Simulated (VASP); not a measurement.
Write the native input for VASP 6.6.1 that does the following.

```
Task                   : single point
Functional             : PBE
Potentials or basis    : VASP PAW PBE potentials, release 64 (Hf_pv, C)
Cutoff                 : 520 eV
k mesh                 : 10 × 10 × 10
Occupations            : fermi-dirac, width 0.05 eV
Spin                   : no spin polarisation
Dipole correction      : no
Further INCAR settings : ALGO = Normal; EDIFF = 1e-06; NBANDS = 14
```

The structure of HfC lies in POSCAR:

```
HfC
1.0
    0.0000000000      2.3093955030      2.3093955030
    2.3093955030      0.0000000000      2.3093955030
    2.3093955030      2.3093955030      0.0000000000
Hf C
1 1
Direct
    0.5000000000      0.5000000000      0.5000000000
    0.0000000000      0.0000000000      0.0000000000
```

The input as run:

INCAR

```
ALGO = Normal
EDIFF = 1E-6
ENCUT = 520
GGA = PE
ISIF = 2
ISMEAR = -1
LASPH = True
LCHARG = False
LREAL = False
LWAVE = False
NBANDS = 14
NELM = 60
PREC = Accurate
SIGMA = 0.05
```

KPOINTS

```
k-points
0
Gamma
  10 10 10
```

Potentials or basis: VASP PAW PBE potentials, release 64 (Hf_pv, C).

Run with:

```bash
$ cat potpaw_PBE.64/Hf_pv/POTCAR potpaw_PBE.64/C/POTCAR > POTCAR
$ mpirun -np 1 vasp_std > vasp.out
```

Results of the run:

```json
{
  "Pressure": "4.6 GPa",
  "Band gap on the k mesh": "zero (band 7 reaches 7.12 eV, above the bottom of band 8 at 5.71 eV)"
}
```

Caveat: spin-orbit coupling is left out, which moves the levels of the heavy elements.

It took 18 s on 1 thread of AMD EPYC 7R43 64-Core Processor (Zen 3), on a shared host, peak memory 0.11 GiB.
